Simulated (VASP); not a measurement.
Crystal: Cu.

```
Cu
1.0
     2.43156    0.00000    0.00000
    -1.21578    2.10580    0.00000
     0.00000    0.00000    2.27199
Cu
1
Direct
  0.00000 0.00000 0.00000
```

This isn't the form of Cu at room conditions, which is fcc.

| Property | Result |
| --- | --- |
| Program | VASP 6.6.1 |
| Task | relaxation of cell and atoms |
| Functional | PBE |
| Potentials or basis | VASP PAW PBE potentials, release 64 (Cu) |
| Cutoff | 600 eV |
| k mesh | 9 × 9 × 8 |
| Occupations | gaussian, width 0.1 eV |
| Spin | no spin polarisation |

At the start: pressure 18.0 GPa; volume 11.63 Å³/atom.

Task: Where does the relaxation end?

Result: Over 5 steps the energy falls by 87.5 meV/atom and the volume is 13.07 Å³/atom (+12.4 %); space group P6/mmm (No. 191, to 0.1 Å) before and after.

The path:
```tsv
step	energy change (eV)	largest force (eV/Å)	pressure (GPa)	volume (Å³)
1	0.0000	0.0000	18.02	11.63
2	-0.0670	0.0000	-6.61	13.96
3	-0.0873	0.0000	-0.29	13.08
4	-0.0873	0.0000	-0.52	13.12
5	-0.0875	0.0000	-0.08	13.07
```

Final structure:
```xyz
1
Lattice="2.4908 0.0000 0.0000 -1.2454 2.1571 0.0000 0.0000 0.0000 2.4331" Properties=species:S:1:pos:R:3 pbc="T T T"
Cu    0.0000    0.0000    0.0000
```
